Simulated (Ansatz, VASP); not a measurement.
# Hg3F2 in VASP and in Ansatz

```
CELL_PARAMETERS angstrom
3.20918 1.85282 6.31429
-3.20918 1.85282 6.31429
0.00000 -3.70564 6.31429
ATOMIC_POSITIONS crystal
Hg 0.51129 0.98871 0.25000
Hg 0.25000 0.51129 0.98871
Hg 0.98871 0.25000 0.51129
Hg 0.48871 0.01129 0.75000
Hg 0.75000 0.48871 0.01129
Hg 0.01129 0.75000 0.48871
F 0.41329 0.41329 0.41329
F 0.08671 0.08671 0.08671
F 0.58671 0.58671 0.58671
F 0.91329 0.91329 0.91329
```

Alike in both runs: functional PBE; k mesh 6 × 6 × 6; occupations gaussian, width 0.1 eV; no spin polarisation.

Ansatz relaxed the structure, and its values are those at the end. VASP's run is a single point on that final structure, the one shown.

|  | VASP | Ansatz |
| --- | --- | --- |
| version | VASP 6.6.1 | Ansatz 0.2.0 |
| potentials or method | VASP PAW PBE potentials, release 64 (Hg, F), cutoff 520 eV | scalar-relativistic, plane waves, PAW |
| valence electrons in the cell | 100 | 148 |

Ansatz gave:

| Quantity | Value |
| --- | --- |
| gap on the k mesh at the Fermi level (eV) | none |
| pressure (GPa) | 0.0 |
| rms of the force components (eV/Å) | 0.001 |

Problem. Which values does VASP return?

Solution. gap on the k mesh at the Fermi level (eV): none; pressure (GPa): 0.2; rms of the force components (eV/Å): 0.004.

A gap of «none» marks a metal or a gap that the smearing closes. With one functional, cell and mesh, what is left measures potentials, basis and numerics. VASP's potentials hold 100 valence electrons a cell and Ansatz's 148, so a difference there can come from the potentials and not from the codes.

Spin-orbit coupling is off throughout.
